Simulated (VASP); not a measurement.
# Ge (Imma) in VASP: single point with PBEsol

Aim: the single point of Ge with PBEsol.

All numbers are computed with VASP 6.6.1; they aren't measurements. Logs are shortened: lines on timing, memory, paths and dates and some standing lists are left out, and cuts for length are marked.

## 1. The cell of the first run

The structure is orthorhombic, space group Imma (No. 74). Conventional cell: a = 4.992 Å, b = 5.302 Å, c = 2.874 Å, α = 90.00°, β = 90.00°, γ = 90.00°. Ge (site symmetry mm2) has 8 Ge at 2.68 to 3.08 Å within 3.5 Å.

## 2. Single point, PBEsol

INCAR reads:

```
SYSTEM = Ge
ALGO = Normal
EDIFF = 1E-7
ENCUT = 520
GGA = PS
ISIF = 2
ISMEAR = 1
LASPH = .True.
LCHARG = .True.
LELF = .True.
LREAL = .False.
LVHAR = .True.
LWAVE = .False.
NBANDS = 21
NELM = 100
PREC = Accurate
SIGMA = 0.1
```

KPOINTS reads:

```
k-points
0
Gamma
  13 13 13
  0 0 0
```

POSCAR reads:

```
Ge
1.0
    3.9142559924      0.0000000030      0.0000000086
   -2.8592320955      2.6732362032      0.0000000077
   -0.3237519355     -1.4170343946      3.6343635183
Ge
2
Direct
    0.1859430000      0.9359430000      0.2500000000
    0.8140570000      0.0640570000      0.7500000000
```

Potentials or basis: VASP PAW PBE potentials, release 64 (Ge_d).

Run with:

```
cat potpaw_PBE.64/Ge_d/POTCAR > POTCAR
mpirun -np 1 vasp_std > vasp.out
```

OUTCAR:

```text
SYSTEM = Ge
   EDIFF = 1E-7
   ENCUT = 520
   GGA = PS
   ISIF = 2
   ISMEAR = 1
   LASPH = .True.
   LREAL = .False.
   NELM = 100
   PREC = Accurate

 ion  position               nearest neighbor table
   1  0.186  0.936  0.250-   2 2.68   2 2.68   2 2.72   2 2.72
   2  0.814  0.064  0.750-   1 2.68   1 2.68   1 2.72   1 2.72

  LATTYP: Found a body centered orthorhombic cell.
 ALAT       =     2.8738940894
 B/A-ratio  =     1.7369450546
 C/A-ratio  =     1.8447884144

  Lattice vectors:

 A1 = (  -2.8592320955,   2.6732362032,   0.0000000077)
 A2 = (  -0.7312719614,  -1.2562018116,  -3.6343635346)
 A3 = (  -0.3237519355,  -1.4170343946,   3.6343635183)

Analysis of symmetry for initial positions (statically):
=====================================================================
 Subroutine PRICEL returns:
 Original cell was already a primitive cell.

 Routine SETGRP: Setting up the symmetry group for a
 body centered orthorhombic supercell.

 Subroutine GETGRP returns: Found  8 space group operations
 (whereof  4 operations were pure point group operations)
 out of a pool of  8 trial point group operations.

The static configuration has the point symmetry C_2h.
 The point group associated with its full space group is D_2h.

Analysis of symmetry for dynamics (positions and initial velocities):
=====================================================================
 Subroutine PRICEL returns:
 Original cell was already a primitive cell.

 Routine SETGRP: Setting up the symmetry group for a
 body centered orthorhombic supercell.

 Subroutine GETGRP returns: Found  8 space group operations
 (whereof  4 operations were pure point group operations)
 out of a pool of  8 trial point group operations.

The dynamic configuration has the point symmetry C_2h.
 The point group associated with its full space group is D_2h.

 Subroutine INISYM returns: Found  8 space group operations
 (whereof  4 operations are pure point group operations),
 and found     1 'primitive' translations

----------------------------------------------------------------------------------------

                                     Primitive cell

  volume of cell :      38.0290

  direct lattice vectors                    reciprocal lattice vectors
     3.914255992  0.000000003  0.000000009     0.255476392  0.273251686  0.129298572
    -2.859232095  2.673236203  0.000000008    -0.000000001  0.374078428  0.145852773
    -0.323751935 -1.417034395  3.634363518    -0.000000001 -0.000000001  0.275151342

  length of vectors
     3.914255992  3.914255992  3.914255992     0.395793875  0.401506789  0.275151342

  position of ions in fractional coordinates (direct lattice)
     0.185943000  0.935943000  0.250000000
     0.814057000  0.064057000  0.750000000

  ion indices of the primitive-cell ions
   primitive index   ion index
                 1           1
                 2           2

----------------------------------------------------------------------------------------

 KPOINTS: k-points

Automatic generation of k-mesh.
 Grid dimensions read from file:
 generate k-points for:   13   13   13

 Generating k-lattice:

  Cartesian coordinates                     Fractional coordinates (reciprocal lattice)
     0.019652030  0.021019360  0.009946044     0.076923077 -0.000000000 -0.000000000
    -0.000000000  0.028775264  0.011219444    -0.000000000  0.076923077  0.000000000
    -0.000000000 -0.000000000  0.021165488     0.000000000 -0.000000000  0.076923077

  Length of vectors
     0.030445683  0.030885138  0.021165488

  Shift w.r.t. Gamma in fractional coordinates (k-lattice)
     0.000000000  0.000000000  0.000000000

 Subroutine IBZKPT returns following result:
 ===========================================

 Found    343 irreducible k-points:

 Following reciprocal coordinates:
            Coordinates               Weight
  0.000000  0.000000  0.000000      1.000000
  0.076923  0.000000  0.000000      4.000000
  0.153846 -0.000000  0.000000      4.000000
  0.230769 -0.000000  0.000000      4.000000
  0.307692 -0.000000  0.000000      4.000000
  0.384615  0.000000 -0.000000      4.000000
[... 16 lines left out ...]
  0.153846  0.153846 -0.000000      8.000000
  0.230769  0.153846 -0.000000      8.000000
 [... further k-points ...]
   k-points           NKPTS =    343   k-points in BZ     NKDIM =    343   number of bands    NBANDS=     21
   number of dos      NEDOS =    301   number of ions     NIONS =      2
   total plane-waves  NPLWV =  27000
   dimension x,y,z NGX =    30 NGY =   30 NGZ =   30
   dimension x,y,z NGXF=    60 NGYF=   60 NGZF=   60
   ions per type =               2
   NGX,Y,Z   is equivalent  to a cutoff of  12.74, 12.74, 12.74 a.u.
   NGXF,Y,Z  is equivalent  to a cutoff of  25.48, 25.48, 25.48 a.u.
 SYSTEM =  Ge
   PREC   = accura    normal or accurate (medium, high low for compatibility)
   ISTART =      0    job   : 0-new  1-cont  2-samecut
   ICHARG =      2    charge: 1-file 2-atom 10-const
   ISPIN  =      1    spin polarized calculation?
   LNONCOLLINEAR =      F non collinear calculations
   LSORBIT =      F    spin-orbit coupling
   LASPH  =      T    aspherical Exc in radial PAW
   ENCUT  =  520.0 eV  38.22 Ry    6.18 a.u.   7.28  7.28  7.28*2*pi/ulx,y,z
   NELM   =    100;   NELMIN=  2; NELMDL= -5     # of ELM steps
   EDIFF  = 0.1E-06   stopping-criterion for ELM
   LREAL  =      F    real-space projection
   EDIFFG = 0.1E-05   stopping-criterion for IOM
   NSW    =      0    number of steps for IOM
   IBRION =     -1    ionic relax: 0-MD 1-quasi-New 2-CG
   NFREE  =      0    steps in history (QN), initial steepest desc. (CG)
   ISIF   =      2    stress and relaxation
   ISYM   =      2    0-nonsym 1-usesym 2-fastsym
   POTIM  = 0.5000    time-step for ionic-motion
   TEBEG  =    0.0;   TEEND  =   0.0 temperature during run
   PSTRESS=    0.0 pullay stress
   NELECT =      28.0000    total number of electrons
   NUPDOWN=      -1.0000    fix difference up-down
   EMIN   =  10.00;   EMAX   =-10.00  energy-range for DOS
   EFERMI =   0.00;   METHOD = LEGACY
   ISMEAR =     1;   SIGMA  =   0.10  broadening in eV -4-tet -1-fermi 0-gaus
   EFERMI_NEDOS =   21; number of points for ismear=-14 and -15
   IALGO  =     38    algorithm
   IMIX   =      4    mixing-type and parameters
     AMIX     =   0.40;   BMIX     =  1.00
     AMIX_MAG =   1.60;   BMIX_MAG =  1.00
  volume/ion in A,a.u.               =      19.01       128.32
  Fermi-wavevector in a.u.,A,eV,Ry     =   1.478277  2.793539 29.732857  2.185303
  Thomas-Fermi vector in A             =   2.592578
   LORBIT       =      0    0 simple, 1 ext, 2 COOP (PROOUT), +10 PAW based schemes
   GGA     = PS    functional components
   LHFCALC =     F    Hartree Fock is set to
   AEXX    =    0.0000 exact exchange contribution
   IVDW    =     0    specifies the selected vdW correction
   LEPSILON=     F    determine dielectric tensor
   LRPA    =     F    only Hartree local field effects (RPA)
 non-spin polarized calculation
 Methfessel and Paxton  Order N= 1 SIGMA  =   0.10
  energy-cutoff  :      520.00
  volume of cell :       38.03
 maximum number of plane-waves:      1044
 NGX is ok and might be reduce to    30
   NGX = 15   NGY = 15   NGZ = 15

 number of electron      28.0000014 magnetization

 Free energy of the ion-electron system (eV)
  ---------------------------------------------------
  ext. energy  EPLUGINS =         0.00000000
  ---------------------------------------------------
  free energy    TOTEN  =        -9.51702480 eV

  energy without entropy =       -9.51735025  energy(sigma->0) =       -9.51713328

 E-fermi :   6.3626     XC(G=0): -11.3400

 val. band max:        6.3492826168   @ k =  -0.3077  -0.3846   0.0769
 cond. band min:       6.3630079852   @ k =  -0.2308  -0.1538   0.0769
 fundamental gap:      0.0137253684
 Fermi energy:         6.3625614970

 k-point     1 :       0.0000    0.0000    0.0000
  band No.  band energies     occupation
      1     -18.2834      2.00000
      2     -18.2046      2.00000
      3     -18.2029      2.00000
      4     -18.2017      2.00000
      5     -18.1665      2.00000
      6     -18.1292      2.00000
[... 13 lines left out ...]
     20      17.1203      0.00000
     21      19.0452      0.00000

 k-point     2 :       0.0769    0.0000    0.0000
  band No.  band energies     occupation
      1     -18.2789      2.00000
      2     -18.2004      2.00000
      3     -18.1988      2.00000
      4     -18.1939      2.00000
      5     -18.1678      2.00000
      6     -18.1310      2.00000
[... 13 lines left out ...]
     20      17.5355      0.00000
     21      18.2646      0.00000

 k-point     3 :       0.1538   -0.0000    0.0000
  band No.  band energies     occupation
      1     -18.2663      2.00000
      2     -18.1905      2.00000
      3     -18.1856      2.00000
      4     -18.1726      2.00000
      5     -18.1708      2.00000
      6     -18.1349      2.00000
[... 13 lines left out ...]
     20      16.0404      0.00000
     21      18.4734      0.00000

 k-point     4 :       0.2308   -0.0000    0.0000
  band No.  band energies     occupation
      1     -18.2479      2.00000
      2     -18.1805      2.00000
      3     -18.1719      2.00000
      4     -18.1668      2.00000
      5     -18.1447      2.00000
      6     -18.1345      2.00000
[... 13 lines left out ...]
     20      14.8123      0.00000
     21      18.7153      0.00000

 k-point     5 :       0.3077   -0.0000    0.0000
  band No.  band energies     occupation
      1     -18.2267      2.00000
      2     -18.1795      2.00000
      3     -18.1603      2.00000
      4     -18.1575      2.00000
      5     -18.1247      2.00000
      6     -18.1220      2.00000
[... 13 lines left out ...]
     20      14.1305      0.00000
     21      19.4803      0.00000
[... 382 lines left out ...]
     20      16.0379      0.00000
     21      16.8953      0.00000

 k-point    22 :       0.0769    0.1538    0.0000
  band No.  band energies     occupation
      1     -18.2637      2.00000
      2     -18.1861      2.00000
      3     -18.1847      2.00000
      4     -18.1690      2.00000
      5     -18.1488      2.00000
      6     -18.1285      2.00000
[... 13 lines left out ...]
     20      14.8981      0.00000
     21      16.5740      0.00000

 k-point    23 :       0.1538    0.1538   -0.0000
  band No.  band energies     occupation
      1     -18.2514      2.00000
      2     -18.1834      2.00000
      3     -18.1772      2.00000
      4     -18.1620      2.00000
      5     -18.1464      2.00000
      6     -18.1098      2.00000
[... 13 lines left out ...]
     20      14.2583      0.00000
     21      17.0181      0.00000

 k-point    24 :       0.2308    0.1538   -0.0000
  band No.  band energies     occupation
      1     -18.2380      2.00000
      2     -18.1817      2.00000
      3     -18.1711      2.00000
      4     -18.1622      2.00000
      5     -18.1404      2.00000
      6     -18.1139      2.00000
[... 13 lines left out ...]
     20      14.7964      0.00000
     21      17.9187      0.00000

 [... further k-points ...]
[... 5 lines left out ...]
  --------------------------------------------------------------------------------------
  -------------------------------------------------------------------------------------
  Total       -0.6844075     -0.5122623     -0.6931544      0.0804735      0.0700822     -0.1775755
  in kB      -28.8343647    -21.5818190    -29.2028770      3.3903802      2.9525933     -7.4813274
  external PRESSURE =     -26.5396869 kB  Pullay stress =       0.0000000 kB

 VOLUME and BASIS-vectors are now :
 -----------------------------------------------------------------------------
  energy-cutoff  :      520.00
  volume of cell :       38.03
      direct lattice vectors                 reciprocal lattice vectors
     3.914255992  0.000000003  0.000000009     0.255476392  0.273251686  0.129298572
    -2.859232095  2.673236203  0.000000008    -0.000000001  0.374078428  0.145852773
    -0.323751935 -1.417034395  3.634363518    -0.000000001 -0.000000001  0.275151342

 POSITION                                       TOTAL-FORCE (eV/Angst)
 -----------------------------------------------------------------------------------
     -2.02919      2.14774      0.90859        -0.022595     -0.057252     -0.000000
      2.76046     -0.89154      2.72577         0.022595      0.057252      0.000000
 -----------------------------------------------------------------------------------
    total drift:                               -0.000000     -0.000000      0.000000

  FREE ENERGIE OF THE ION-ELECTRON SYSTEM (eV)
  ---------------------------------------------------
  free  energy   TOTEN  =        -9.5170247966 eV

  energy  without entropy=       -9.5173502470  energy(sigma->0) =       -9.51713328
```

Wall time 4.8 min (1 thread of AMD EPYC 7R13 (Zen 3), shared host); peak memory 0.3 GiB.

What came out:

```yaml
Free_energy: -9.5170 eV
Pressure: -2.7 GPa
Largest_force: 0.062 eV/Å
Band_gap_on_the_k_mesh: zero (band 14 reaches 8.84 eV, above the bottom of band 15 at 3.38 eV)
```

Forces on the atoms (eV/Å):
```
Ge  -0.023 -0.057  0.000
Ge   0.023  0.057  0.000
```

Caveat: the PAW data sets were made with another functional, which shifts forces and pressure a little.
